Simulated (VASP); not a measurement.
A run of VASP 6.6.1:

Contents of INCAR:

```
  PREC = Accurate
  ENCUT = 600
  EDIFF = 1E-6
  ISMEAR = 0
  SIGMA = 0.05
  LREAL = F
  LASPH = T
  NELM = 120
  ALGO = Normal
  ISIF = 2
  LWAVE = F
  LCHARG = F
  GGA = PE
  NBANDS = 19
  GGA_COMPAT = F
```

Contents of KPOINTS:

```
regular mesh
0
Gamma
  8 8 8
```

File POSCAR:

```
ZrO2
1.0
    0.0000000000      2.4877518911      2.4877518911
    2.4877518911      0.0000000000      2.4877518911
    2.4877518911      2.4877518911      0.0000000000
Zr O
1 2
Direct
    0.0000000000      0.0000000000      0.0000000000
    0.2500000000      0.2500000000      0.2500000000
    0.7500000000      0.7500000000      0.7500000000
```

Potentials or basis: VASP PAW PBE potentials, release 64 (Zr_sv, O).

Command:

```bash
$ cat potpaw_PBE.64/Zr_sv/POTCAR potpaw_PBE.64/O/POTCAR > POTCAR
$ mpirun -np 1 vasp_std > vasp.out
```

Hardware: 1 thread of Intel Xeon 8259CL, with other jobs on the host.

Question: How long does it take, and how much memory?

Answer: Wall time 36 s on 1 thread of Intel Xeon 8259CL, with other jobs on the host, peak memory 0.17 GiB. Counts: scf iterations 14, k points 29.
